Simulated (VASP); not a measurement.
**Ti4HN4: single point with PBEsol**

System: Ti4HN4, a slab with vacuum.

```xyz
9
Lattice="2.9726 0.0000 0.0000 0.0000 2.9726 0.0000 0.0000 0.0000 25.3059" Properties=species:S:1:pos:R:3 pbc="T T T"
Ti    1.4863    1.4863    8.5000
Ti    0.0000    0.0000   10.6020
Ti    1.4863    1.4863   12.6695
Ti    0.0000    0.0000   14.6687
N     0.0000    0.0000    8.5000
N     1.4863    1.4863   10.6020
N     0.0000    0.0000   12.6944
N     1.4863    1.4863   15.1040
H     1.4863    1.4863   16.1571
```

```
Program             : VASP 6.6.1
Task                : single point
Functional          : PBEsol
Potentials or basis : VASP PAW PBE potentials, release 64 (Ti_sv, N, H)
Cutoff              : 520 eV
k mesh              : 10 × 10 × 1
Occupations         : gaussian, width 0.1 eV
Spin                : no spin polarisation
```

```json
{
  "Largest force": "1.620 eV/Å",
  "Band gap on the k mesh": "zero (an odd number of electrons rules out a gap without spin polarisation)"
}
```

Forces in eV/Å, atoms in the order of the input:
```
Ti   0.000  0.000  1.620
Ti   0.000  0.000  0.068
Ti   0.000  0.000  0.005
Ti   0.000  0.000  0.038
N    0.000  0.000 -1.122
N    0.000  0.000 -0.588
N    0.000  0.000 -0.029
N    0.000  0.000 -0.031
H    0.000  0.000  0.040
```

Levels at points of the mesh, in eV from the Fermi level:
```
           k point  band 32  band 33  band 34  band 35  band 36  band 37
(0.00, 0.00, 0.00)    -2.31    -2.23    -2.23    -1.45    -0.73    -0.21
(0.50, 0.00, 0.00)    -4.76    -0.17     0.05     0.99     1.13     1.24
(0.50, 0.50, 0.00)    -3.03    -2.35    -2.35    -0.22    -0.22     1.47
```

Wall time 4 min on 1 thread of AMD EPYC 9R45 96-Core Processor (Zen 5) (shared host), peak memory 0.39 GiB.

Caveat: the PAW data sets were made with another functional, which shifts forces and pressure a little.
